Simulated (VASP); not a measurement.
Input of a VASP 6.6.1 run:

INCAR

```
ALGO     = Normal         # electronic algorithm
EDIFF    = 1E-6           # SCF threshold, eV
ENCUT    = 520            # plane-wave cutoff, eV
GGA      = PS             # functional
ISIF     = 2              # what is computed and relaxed
ISMEAR   = -1             # smearing method
LASPH    = T              # aspherical terms in the spheres
LCHARG   = T              # write CHGCAR
LELF     = T              # ELF
LREAL    = F              # projectors in reciprocal space
LVHAR    = T            
LWAVE    = F              # write WAVECAR
NBANDS   = 27             # bands
NELM     = 60             # most SCF steps
PREC     = Accurate       # precision mode
SIGMA    = 0.01           # smearing width, eV
```

The input KPOINTS:

```
k-points
0
Gamma
  6 6 6
```

The input POSCAR:

```
Se
1.0
    5.5650285483      3.2129707304      1.4461923599
   -5.5650285483      3.2129707304      1.4461923599
    0.0000000000     -6.4259414609      1.4461923599
Se
6
Direct
    0.2806600000      0.1625100000      0.9181800000
    0.9181800000      0.2806600000      0.1625100000
    0.1625100000      0.9181800000      0.2806600000
    0.7193400000      0.8374900000      0.0818200000
    0.0818200000      0.7193400000      0.8374900000
    0.8374900000      0.0818200000      0.7193400000
```

Potentials or basis: VASP PAW PBE potentials, release 64 (Se).

The run is started by

```bash
$ cat potpaw_PBE.64/Se/POTCAR > POTCAR
$ mpirun -np 1 vasp_std > vasp.out
```

(1) Predict the largest force.

(2) What does it give for the pressure?

(3) Predict the band gap on the k mesh.

Results:

(1) 1.169 eV/Å.

(2) 4.2 GPa.

(3) 1.23 eV, indirect (least direct gap 1.46 eV).

Caveat: the PAW data sets were made with another functional, which shifts forces and pressure a little.
